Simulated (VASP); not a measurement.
Crystal: Mo.

```
CELL_PARAMETERS angstrom
4.44943 0.00000 0.00000
-2.22472 3.85332 0.00000
0.00000 0.00000 2.72750
ATOMIC_POSITIONS crystal
Mo 0.00000 0.00000 0.00000
Mo 0.33333 0.66667 0.50000
Mo 0.66667 0.33333 0.50000
```

This isn't the form of Mo at room conditions, which is bcc.

```yaml
Program: VASP 6.6.1
Task: relaxation of cell and atoms
Functional: r2SCAN
Potentials_or_basis: VASP PAW PBE potentials, release 64 (Mo_sv)
Cutoff: 600 eV
k_mesh: 8 × 8 × 11
Occupations: fermi-dirac, width 0.1 eV
Spin: no spin polarisation
```

At the start: pressure 6.5 GPa; volume 15.59 Å³/atom.

**Question.** How do energy, volume and symmetry change on relaxing?

**Answer.** Over 8 steps the energy falls by 138.9 meV/atom and the volume is 16.01 Å³/atom (+2.7 %); space group P6/mmm (No. 191, to 0.1 Å) before and after.

Step by step:
| step | energy change (eV) | largest force (eV/Å) | pressure (GPa) | volume (Å³) |
| --- | --- | --- | --- | --- |
| 1 | 0.0000 | 0.0000 | 6.48 | 46.76 |
| 2 | -0.2935 | 0.0000 | -12.67 | 50.91 |
| 3 | -0.3454 | 0.0000 | -9.03 | 49.88 |
| 4 | 0.0532 | 0.0000 | 16.26 | 45.99 |
| 5 | -0.4028 | 0.0000 | -4.06 | 48.87 |
| 6 | -0.4031 | 0.0000 | -3.72 | 48.81 |
| 7 | -0.3933 | 0.0000 | 5.33 | 47.00 |
| 8 | -0.4167 | 0.0000 | -0.01 | 48.02 |

Final structure:
```
Mo
1.0
     4.66084    0.00000    0.00000
    -2.33042    4.03640    0.00000
     0.00000    0.00000    2.55238
Mo
3
Direct
  0.00000 0.00000 0.00000
  0.33333 0.66667 0.50000
  0.66667 0.33333 0.50000
```

Caveat: the PAW data sets were made with another functional, which shifts forces and pressure a little.
